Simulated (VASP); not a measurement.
# Rh in VASP: further runs

Runs on Rh. Level: LDA. Tasks: single point.

Everything below comes from runs of VASP 6.6.1. Logs are shortened: lines on timing, memory, paths and dates and some standing lists are left out, and cuts for length are marked.

## (1) The cell of the first run

The structure is cubic, space group Fm-3m (No. 225). The conventional cell has a = 3.944 Å, b = 3.944 Å, c = 3.944 Å, α = 90.00°, β = 90.00°, γ = 90.00°. Rh (site symmetry m-3m) has 12 Rh at 2.79 Å within 3.7 Å.

## (2) Single point, LDA (15.34 Å³/atom)

Input file INCAR:

```
PREC = Accurate
ENCUT = 520
EDIFF = 1E-6
ISMEAR = 0
SIGMA = 0.15
LREAL = F
LASPH = T
NELM = 60
ALGO = Normal
ISIF = 2
LWAVE = F
LCHARG = F
GGA = CA
NBANDS = 14
```

Input file KPOINTS:

```
regular mesh
0
Gamma
  22 22 22
```

Input file POSCAR:

```
Rh
1.0
    0.0000000000      1.9722415157      1.9722415157
    1.9722415157      0.0000000000      1.9722415157
    1.9722415157      1.9722415157      0.0000000000
Rh
1
Direct
    0.0000000000      0.0000000000      0.0000000000
```

Potentials or basis: VASP PAW LDA potentials, release 64 (Rh_pv).

Launch:

```console
$ cat potpaw_LDA.64/Rh_pv/POTCAR > POTCAR
$ mpirun -np 1 vasp_std > vasp.out
```

OUTCAR:

```text
PREC = Accurate
   ENCUT = 520
   EDIFF = 1E-6
   ISMEAR = 0
   LREAL = F
   LASPH = T
   NELM = 60
   ISIF = 2
   GGA = CA

 ion  position               nearest neighbor table
   1  0.000  0.000  0.000-

  LATTYP: Found a face centered cubic cell.
 ALAT       =     3.9444830314

  Lattice vectors:

 A1 = (   0.0000000000,   1.9722415157,   1.9722415157)
 A2 = (   1.9722415157,   0.0000000000,   1.9722415157)
 A3 = (   1.9722415157,   1.9722415157,   0.0000000000)

Analysis of symmetry for initial positions (statically):
=====================================================================
 Subroutine PRICEL returns:
 Original cell was already a primitive cell.

 Routine SETGRP: Setting up the symmetry group for a
 face centered cubic supercell.

 Subroutine GETGRP returns: Found 48 space group operations
 (whereof 48 operations were pure point group operations)
 out of a pool of 48 trial point group operations.

The static configuration has the point symmetry O_h .

Analysis of symmetry for dynamics (positions and initial velocities):
=====================================================================
 Subroutine PRICEL returns:
 Original cell was already a primitive cell.

 Routine SETGRP: Setting up the symmetry group for a
 face centered cubic supercell.

 Subroutine GETGRP returns: Found 48 space group operations
 (whereof 48 operations were pure point group operations)
 out of a pool of 48 trial point group operations.

The dynamic configuration has the point symmetry O_h .

 Subroutine INISYM returns: Found 48 space group operations
 (whereof 48 operations are pure point group operations),
 and found     1 'primitive' translations

----------------------------------------------------------------------------------------

                                     Primitive cell

  volume of cell :      15.3430

  direct lattice vectors                    reciprocal lattice vectors
     0.000000000  1.972241516  1.972241516    -0.253518647  0.253518647  0.253518647
     1.972241516  0.000000000  1.972241516     0.253518647 -0.253518647  0.253518647
     1.972241516  1.972241516  0.000000000     0.253518647  0.253518647 -0.253518647

  length of vectors
     2.789170700  2.789170700  2.789170700     0.439107177  0.439107177  0.439107177

  position of ions in fractional coordinates (direct lattice)
     0.000000000  0.000000000  0.000000000

  ion indices of the primitive-cell ions
   primitive index   ion index
[... 82 lines left out ...]
   TEBEG  =    0.0;   TEEND  =   0.0 temperature during run
   PSTRESS=    0.0 pullay stress
   NELECT =      15.0000    total number of electrons
   NUPDOWN=      -1.0000    fix difference up-down
   EMIN   =  10.00;   EMAX   =-10.00  energy-range for DOS
   EFERMI =   0.00;   METHOD = LEGACY
   ISMEAR =     0;   SIGMA  =   0.15  broadening in eV -4-tet -1-fermi 0-gaus
   EFERMI_NEDOS =   21; number of points for ismear=-14 and -15
   IALGO  =     38    algorithm
   IMIX   =      4    mixing-type and parameters
     AMIX     =   0.40;   BMIX     =  1.00
     AMIX_MAG =   1.60;   BMIX_MAG =  1.00
  volume/ion in A,a.u.               =      15.34       103.54
  Fermi-wavevector in a.u.,A,eV,Ry     =   1.624807  3.070440 35.919357  2.639998
  Thomas-Fermi vector in A             =   2.718034
   LORBIT       =      0    0 simple, 1 ext, 2 COOP (PROOUT), +10 PAW based schemes
   GGA     = CA    functional components
   LHFCALC =     F    Hartree Fock is set to
   AEXX    =    0.0000 exact exchange contribution
   IVDW    =     0    specifies the selected vdW correction
   LEPSILON=     F    determine dielectric tensor
   LRPA    =     F    only Hartree local field effects (RPA)
 non-spin polarized calculation
 Gauss-broadening in eV      SIGMA  =   0.15
  energy-cutoff  :      520.00
  volume of cell :       15.34
 maximum number of plane-waves:       428
 NGX is ok and might be reduce to    24
   NGX = 11   NGY = 11   NGZ = 11

 number of electron      15.0000002 magnetization

 Free energy of the ion-electron system (eV)
  ---------------------------------------------------
  ext. energy  EPLUGINS =         0.00000000
  ---------------------------------------------------
  free energy    TOTEN  =        -8.45417811 eV

  energy without entropy =       -8.43614306  energy(sigma->0) =       -8.44516058

 E-fermi :   9.7787     XC(G=0): -13.6645

 val. band max:        9.7786035268   @ k =  -0.2727   0.3636   0.0909
 cond. band min:       9.7827132319   @ k =   0.3182   0.2273   0.0455
 fundamental gap:      0.0041097051
 Fermi energy:         9.7786530111

 k-point     1 :       0.0000    0.0000    0.0000
  band No.  band energies     occupation
      1     -36.1971      2.00000
      2     -36.1971      2.00000
      3     -36.1971      2.00000
      4       2.5461      2.00000
      5       7.1597      2.00000
      6       7.1597      2.00000
      7       7.1597      2.00000
      8       8.9482      2.00000
      9       8.9482      2.00000
     10      25.7670      0.00000
     11      30.4323      0.00000
     12      30.5552      0.00000
     13      30.5552      0.00000
     14      30.5552      0.00000
[... 377 lines left out ...]
      1     -36.6963      2.00000
      2     -36.2767      2.00000
      3     -36.2689      2.00000
      4       4.5382      2.00000
      5       7.0833      2.00000
      6       7.1663      2.00000
      7       9.6195      1.86657
      8      10.1788      0.00016
      9      11.1755      0.00000
     10      17.4925      0.00000
     11      25.3525      0.00000
     12      29.5398      0.00000
     13      29.9957      0.00000
     14      30.4335      0.00000

 [... further k-points ...]

------------------------ aborting loop because EDIFF is reached ----------------------------------------

  FORCE on cell =-STRESS in cart. coord.  units (eV):
  Direction    XX          YY          ZZ          XY          YZ          ZX
  --------------------------------------------------------------------------------------
  -------------------------------------------------------------------------------------
  Total       -3.0247240     -3.0247240     -3.0247240      0.0000000     -0.0000000      0.0000000
  in kB     -315.8537630   -315.8537630   -315.8537630      0.0000000     -0.0000000      0.0000000
  external PRESSURE =    -315.8537630 kB  Pullay stress =       0.0000000 kB

 VOLUME and BASIS-vectors are now :
 -----------------------------------------------------------------------------
  energy-cutoff  :      520.00
  volume of cell :       15.34
      direct lattice vectors                 reciprocal lattice vectors
     0.000000000  1.972241516  1.972241516    -0.253518647  0.253518647  0.253518647
     1.972241516  0.000000000  1.972241516     0.253518647 -0.253518647  0.253518647
     1.972241516  1.972241516  0.000000000     0.253518647  0.253518647 -0.253518647

 POSITION                                       TOTAL-FORCE (eV/Angst)
 -----------------------------------------------------------------------------------
      0.00000      0.00000      0.00000         0.000000      0.000000     -0.000000
 -----------------------------------------------------------------------------------
    total drift:                               -0.000000      0.000000      0.000000

  FREE ENERGIE OF THE ION-ELECTRON SYSTEM (eV)
  ---------------------------------------------------
  free  energy   TOTEN  =        -8.4541781064 eV

  energy  without entropy=       -8.4361430623  energy(sigma->0) =       -8.44516058
```

OSZICAR:

```text
N       E                     dE             d eps       ncg     rms          rms(c)
DAV:   1     0.120681715626E+03    0.12068E+03   -0.88046E+03  9218   0.112E+03
DAV:   2    -0.742336641261E+01   -0.12811E+03   -0.12224E+03 10000   0.337E+02
DAV:   3    -0.903538056448E+01   -0.16120E+01   -0.16089E+01 11236   0.419E+01
DAV:   4    -0.904198585015E+01   -0.66053E-02   -0.66047E-02 10702   0.276E+00
DAV:   5    -0.904205143520E+01   -0.65585E-04   -0.65583E-04 11348   0.244E-01    0.814E+00
DAV:   6    -0.846885593031E+01    0.57320E+00   -0.10979E+00 10162   0.139E+01    0.237E+00
DAV:   7    -0.845867096445E+01    0.10185E-01   -0.22857E-02 10330   0.122E+00    0.128E+00
DAV:   8    -0.845419611208E+01    0.44749E-02   -0.32863E-03 10540   0.782E-01    0.424E-02
DAV:   9    -0.845417340510E+01    0.22707E-04   -0.90228E-05 10414   0.129E-01    0.200E-02
DAV:  10    -0.845417821481E+01   -0.48097E-05   -0.31963E-06 10192   0.209E-02    0.387E-03
DAV:  11    -0.845417810636E+01    0.10845E-06   -0.12484E-07  5036   0.447E-03
   1 F= -.84541781E+01 E0= -.84451606E+01  d E =-.180350E-01
```

Wall time 27 s (1 thread of Intel Xeon Platinum 8559C (Emerald Rapids), shared host); peak memory 0.18 GiB.

Results:

| Property | Result |
| --- | --- |
| Free energy | -8.4542 eV |
| Pressure | -31.6 GPa |
| Band gap on the k mesh | zero (an odd number of electrons rules out a gap without spin polarisation) |

Caveat: the cell stands under tension.

## (3) Single point, LDA (12.52 Å³/atom)

This run uses another cell than the first one, of 12.52 Å³/atom.

Input file INCAR:

```
SYSTEM = Rh
ALGO = Fast
EDIFF = 1E-6
ENCUT = 520
GGA = CA
ISIF = 2
ISMEAR = 0
LASPH = .True.
LCHARG = .False.
LREAL = .False.
LWAVE = .False.
NBANDS = 14
NELM = 100
PREC = Accurate
SIGMA = 0.15
```

Input file KPOINTS:

```
k-points
0
Gamma
  22 22 22
  0 0 0
```

Input file POSCAR:

```
Rh
1.0
    0.0000000000      1.7962007826      1.9404357054
    1.7962007826      0.0000000000      1.9404357054
    1.7962007826      1.7962007826      0.0000000000
Rh
1
Direct
    0.0000000000      0.0000000000      0.0000000000
```

Potentials or basis: VASP PAW LDA potentials, release 64 (Rh_pv).

Launch:

```console
$ cat potpaw_LDA.64/Rh_pv/POTCAR > POTCAR
$ mpirun -np 1 vasp_std > vasp.out
```

OUTCAR:

```text
SYSTEM = Rh
   EDIFF = 1E-6
   ENCUT = 520
   GGA = CA
   ISIF = 2
   ISMEAR = 0
   LASPH = .True.
   LREAL = .False.
   NELM = 100
   PREC = Accurate

 ion  position               nearest neighbor table
   1  0.000  0.000  0.000-

  LATTYP: Found a body centered tetragonal cell.
 ALAT       =     2.5402115075
 C/A-ratio  =     1.5277749114

  Lattice vectors:

 A1 = (  -1.7962007826,   0.0000000000,   1.9404357054)
 A2 = (   1.7962007826,   0.0000000000,   1.9404357054)
 A3 = (   0.0000000000,   1.7962007826,  -1.9404357054)

Analysis of symmetry for initial positions (statically):
=====================================================================
 Subroutine PRICEL returns:
 Original cell was already a primitive cell.

 Routine SETGRP: Setting up the symmetry group for a
 body centered tetragonal supercell.

 Subroutine GETGRP returns: Found 16 space group operations
 (whereof 16 operations were pure point group operations)
 out of a pool of 16 trial point group operations.

The static configuration has the point symmetry D_4h.

Analysis of symmetry for dynamics (positions and initial velocities):
=====================================================================
 Subroutine PRICEL returns:
 Original cell was already a primitive cell.

 Routine SETGRP: Setting up the symmetry group for a
 body centered tetragonal supercell.

 Subroutine GETGRP returns: Found 16 space group operations
 (whereof 16 operations were pure point group operations)
 out of a pool of 16 trial point group operations.

The dynamic configuration has the point symmetry D_4h.

 Subroutine INISYM returns: Found 16 space group operations
 (whereof 16 operations are pure point group operations),
 and found     1 'primitive' translations

----------------------------------------------------------------------------------------

                                     Primitive cell

[... 115 lines left out ...]
   AEXX    =    0.0000 exact exchange contribution
   IVDW    =     0    specifies the selected vdW correction
   LEPSILON=     F    determine dielectric tensor
   LRPA    =     F    only Hartree local field effects (RPA)
 non-spin polarized calculation
 RMM-DIIS sequential band-by-band and
 Gauss-broadening in eV      SIGMA  =   0.15
  energy-cutoff  :      520.00
  volume of cell :       12.52
 maximum number of plane-waves:       347
   NGX =  9   NGY =  9   NGZ =  9

 number of electron      14.9999994 magnetization

 Free energy of the ion-electron system (eV)
  ---------------------------------------------------
  ext. energy  EPLUGINS =         0.00000000
  ---------------------------------------------------
  free energy    TOTEN  =        -8.59268252 eV

  energy without entropy =       -8.57998150  energy(sigma->0) =       -8.58633201

 E-fermi :  13.5236     XC(G=0): -14.9532

 val. band max:       13.5217236941   @ k =  -0.1364   0.1818   0.0455
 cond. band min:      13.5244769788   @ k =   0.4545   0.3636   0.0909
 fundamental gap:      0.0027532847
 Fermi energy:        13.5235715306

 k-point     1 :       0.0000    0.0000    0.0000
  band No.  band energies     occupation
      1     -32.8196      2.00000
      2     -32.7664      2.00000
      3     -32.7664      2.00000
      4       4.8015      2.00000
      5       9.3083      2.00000
      6      10.3126      2.00000
      7      10.3126      2.00000
      8      11.7462      2.00000
      9      12.9807      2.00000
     10      29.4607      0.00000
     11      33.6417      0.00000
     12      33.6463      0.00000
     13      36.2169      0.00000
     14      36.2169      0.00000
[... 377 lines left out ...]
      1     -33.8092      2.00000
      2     -33.0084      2.00000
      3     -32.8498      2.00000
      4       6.6100      2.00000
      5       9.3668      2.00000
      6      10.4073      2.00000
      7      13.2561      1.98832
      8      13.9153      0.00022
      9      15.2867      0.00000
     10      23.3157      0.00000
     11      28.9282      0.00000
     12      33.6482      0.00000
     13      34.8366      0.00000
     14      36.3656      0.00000

 [... further k-points ...]

------------------------ aborting loop because EDIFF is reached ----------------------------------------

  FORCE on cell =-STRESS in cart. coord.  units (eV):
  Direction    XX          YY          ZZ          XY          YZ          ZX
  --------------------------------------------------------------------------------------
  -------------------------------------------------------------------------------------
  Total        2.4024343      2.4024343      0.3771323      0.0000000     -0.0000000     -0.0000000
  in kB      307.4136050    307.4136050     48.2575579      0.0000000     -0.0000000     -0.0000000
  external PRESSURE =     221.0282560 kB  Pullay stress =       0.0000000 kB

 VOLUME and BASIS-vectors are now :
 -----------------------------------------------------------------------------
  energy-cutoff  :      520.00
  volume of cell :       12.52
      direct lattice vectors                 reciprocal lattice vectors
     0.000000000  1.796200783  1.940435705    -0.278365317  0.278365317  0.257674088
     1.796200783  0.000000000  1.940435705     0.278365317 -0.278365317  0.257674088
     1.796200783  1.796200783  0.000000000     0.278365317  0.278365317 -0.257674088

 POSITION                                       TOTAL-FORCE (eV/Angst)
 -----------------------------------------------------------------------------------
      0.00000      0.00000      0.00000         0.000000     -0.000000      0.000000
 -----------------------------------------------------------------------------------
    total drift:                                0.000000     -0.000000      0.000000

  FREE ENERGIE OF THE ION-ELECTRON SYSTEM (eV)
  ---------------------------------------------------
  free  energy   TOTEN  =        -8.5926825238 eV

  energy  without entropy=       -8.5799814956  energy(sigma->0) =       -8.58633201
```

Run time: 1.7 min. Hardware: 1 thread of Intel Xeon 6975P-C (Granite Rapids), shared host; peak memory 0.22 GiB.

Results:

| Item | Value |
| --- | --- |
| Free energy | -8.5927 eV |
| Pressure | 22.1 GPa |
| Band gap on the k mesh | zero (an odd number of electrons rules out a gap without spin polarisation) |

Caveat: the stress differs along the axes, from 5 to 31 GPa.

## (4) Single point, LDA (13.23 Å³/atom)

This run uses another cell than the first one, of 13.23 Å³/atom.

Input file INCAR:

```
SYSTEM = Rh
  PREC = Accurate
  ENCUT = 520
  EDIFF = 1E-7
  ISMEAR = 0
  SIGMA = 0.15
  LREAL = .FALSE.
  LASPH = .TRUE.
  NELM = 100
  ALGO = Fast
  ISIF = 2
  LWAVE = .FALSE.
  LCHARG = .FALSE.
  GGA = CA
  NBANDS = 14
```

Input file KPOINTS:

```
regular mesh
0
G
  22 22 22
  0 0 0
```

Input file POSCAR:

```
Rh
1.0
    0.0000000000      1.8293254339      1.9762202662
    1.8293254339      0.0000000000      1.9762202662
    1.8293254339      1.8293254339      0.0000000000
Rh
1
Direct
    0.0000000000      0.0000000000      0.0000000000
```

Launch:

```console
$ cat potpaw_LDA.64/Rh_pv/POTCAR > POTCAR
$ mpirun -np 1 vasp_std > vasp.out
```

Wall time 1.9 min (1 thread of Intel Xeon 6975P-C (Granite Rapids), shared host); peak memory 0.24 GiB.

The run converged. Its results:

```yaml
Free_energy: -8.6445 eV
Pressure: 2.0 GPa
Band_gap_on_the_k_mesh: zero (an odd number of electrons rules out a gap without spin polarisation)
```

Stress tensor (GPa, compression positive):
```
  9.35   0.00   0.00
  0.00   9.35   0.00
  0.00   0.00 -12.65
```

Levels at points of the mesh, in eV from the Fermi level:
```
           k point  band 5  band 6  band 7  band 8  band 9  band 10
(0.00, 0.00, 0.00)   -3.88   -2.95   -2.95   -1.63   -0.50    16.02
(0.50, 0.00, 0.00)   -3.79   -2.90    0.43    0.68    0.83     9.05
(0.50, 0.50, 0.00)   -6.31    0.70    1.02    1.02    2.19    11.31
(0.50, 0.00, 0.50)   -6.31    0.53    0.66    1.51    3.85    12.59
```

Caveat: the stress differs along the axes, from -13 to 9 GPa.

## (5) Overview

| cell | gap on the mesh (eV) | pressure (GPa) |
| --- | --- | --- |
| a = 2.789 Å, angles 60.0°, 1 atom | none | -31.6 |
| a = 2.644, b = 2.644, c = 2.540 Å, angles 61.3, 61.3, 57.4°, 1 atom | none | 22.1 |
| a = 2.693, b = 2.693, c = 2.587 Å, angles 61.3, 61.3, 57.4°, 1 atom | none | 2.0 |

Alike in all rows: task single point; level LDA; potentials or basis VASP PAW LDA potentials, release 64 (Rh_pv); no spin polarisation; k mesh 22 × 22 × 22; cutoff (eV) 520; smearing gaussian 0.15 eV.

Caveats: the cell stands under tension (at least some runs); the stress differs along the axes, from 5 to 31 GPa (at least some runs); the stress differs along the axes, from -13 to 9 GPa (at least some runs).

Total energies depend on the potentials used, so only differences within one code and one set of settings carry meaning.
